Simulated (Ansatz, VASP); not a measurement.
**Ag: VASP beside Ansatz**

```xyz
1
Lattice="0.0000 2.0099 2.0099 2.0099 0.0000 2.0099 2.0099 2.0099 0.0000" Properties=species:S:1:pos:R:3 pbc="T T T"
Ag    0.0000    0.0000    0.0000
```

Alike in both runs: task single point; functional LDA; k mesh 18 × 18 × 18; occupations gaussian, width 0.05 eV; no spin polarisation.

|  | VASP | Ansatz |
| --- | --- | --- |
| version | VASP 6.6.1 | Ansatz 0.2.0 |
| potentials or method | VASP PAW LDA potentials, release 64 (Ag), cutoff 520 eV | scalar-relativistic, plane waves, PAW |
| valence electrons in the cell | 11 | 19 |

```tsv
	VASP	Ansatz	Ansatz less VASP
pressure (GPa)	-1.7	-1.8	-0.15
```

LDA's correlation is that of Perdew and Zunger in VASP and of Perdew and Wang (1992) in Ansatz. VASP's potentials hold 11 valence electrons a cell and Ansatz's 19, so a difference there can come from the potentials and not from the codes.
